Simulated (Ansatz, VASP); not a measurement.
**Two plane-wave programs on AlRu**

```
Al Ru
1.0
     2.97633    0.00000    0.00000
     0.00000    2.97633    0.00000
     0.00000    0.00000    2.97633
Al Ru
1 1
Direct
  0.00000 0.00000 0.00000
  0.50000 0.50000 0.50000
```

Alike in both runs: functional PBEsol; k mesh 14 × 14 × 14; occupations gaussian, width 0.1 eV; no spin polarisation.

Ansatz relaxed the structure, and its values are those at the end. VASP's run is a single point on that final structure, the one shown.

```csv
,VASP,Ansatz
version,VASP 6.6.1,Ansatz 0.2.0
potentials or method,"VASP PAW PBE potentials, release 64 (Al, Ru_pv), cutoff 500 eV","scalar-relativistic, plane waves, PAW"
valence electrons in the cell,17,19
```

|  | VASP | Ansatz | Ansatz less VASP |
| --- | --- | --- | --- |
| gap on the k mesh at the Fermi level (eV) | none | none | - |
| pressure (GPa) | 0.1 | 0.0 | -0.09 |

VASP's potentials were made for PBE, not for PBEsol. A gap of «none» marks a metal or a gap that the smearing closes. The functional is the same, so the differences come from potentials, cutoffs and numerics. VASP's potentials hold 17 valence electrons a cell and Ansatz's 19, so a difference there can come from the potentials and not from the codes.
